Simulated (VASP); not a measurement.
Crystal: CS3.

```
C S
1.0
     6.30454    0.00000    0.00000
    -3.15227    5.45989    0.00000
     0.00000    0.00000    4.69652
C S
2 6
Direct
  0.66667 0.33333 0.25000
  0.33333 0.66667 0.75000
  0.15085 0.30169 0.25000
  0.69831 0.84915 0.25000
  0.15085 0.84915 0.25000
  0.84915 0.15085 0.75000
  0.30169 0.15085 0.75000
  0.84915 0.69831 0.75000
```

The cell was generated, and may not be a known phase.

```yaml
Program: VASP 6.6.1
Task: relaxation of cell and atoms
Functional: PBE
Dispersion: D3(BJ)
Potentials_or_basis: VASP PAW PBE potentials, release 64 (C, S)
Cutoff: 600 eV
k_mesh: 3 × 3 × 4
Occupations: gaussian, width 0.1 eV
Spin: no spin polarisation
```

At the start: pressure -15.2 GPa; volume 20.21 Å³/atom.

Q: How do energy, volume and symmetry change on relaxing?

A: Over 25 steps the energy falls by 1080.2 meV/atom and the volume is 13.75 Å³/atom (-31.9 %); space group P6_3/mmc (No. 194, to 0.1 Å) before and after.

The path:
```tsv
step	energy change (eV)	largest force (eV/Å)	pressure (GPa)	volume (Å³)
1	0.0000	0.2522	-15.23	161.66
2	-3.6849	1.2420	-6.89	120.55
3	-3.9810	1.6286	0.06	110.95
4	-3.9837	1.6877	1.39	109.79
5	-4.8170	1.4920	1.61	105.64
6	-5.6210	0.6662	15.31	93.51
7	-5.6975	0.0993	10.50	96.77
8	-6.4459	0.2886	6.62	99.58
9	-7.2584	0.9988	5.43	103.41
10	-7.2739	2.1513	9.17	110.15
11	-7.4466	1.6032	6.61	107.61
12	-8.2313	0.7031	-1.22	115.86
13	-8.2686	0.5779	-2.21	117.55
14	-8.3097	0.5522	-4.24	120.93
15	-8.4986	0.3051	-1.83	116.36
16	-8.5165	0.1779	-0.81	114.81
17	-8.5166	0.1671	-0.72	114.68
18	-8.5461	0.1959	-0.19	113.46
19	-8.5819	0.2655	0.70	111.57
20	-8.6079	0.2976	2.43	107.78
21	-8.6157	0.3065	1.88	109.02
22	-8.6345	0.1580	0.88	109.40
23	-8.6370	0.0817	0.38	109.61
24	-8.6408	0.0295	0.23	109.86
25	-8.6415	0.0048	0.13	110.02
```

Final structure:
```
C S
1.0
     6.55150    0.00000    0.00000
    -3.27575    5.67376    0.00000
     0.00000    0.00000    2.95969
C S
2 6
Direct
  0.66667 0.33333 0.25000
  0.33333 0.66667 0.75000
  0.19111 0.38222 0.25000
  0.61778 0.80889 0.25000
  0.19111 0.80889 0.25000
  0.80889 0.19111 0.75000
  0.38222 0.19111 0.75000
  0.80889 0.61778 0.75000
```

Caveat: the k points lie up to 0.53 Å⁻¹ apart in the final cell, too coarse for converged energies and pressures of a metal; the volume moved by over 15 % at a fixed basis, so the end points are rough.
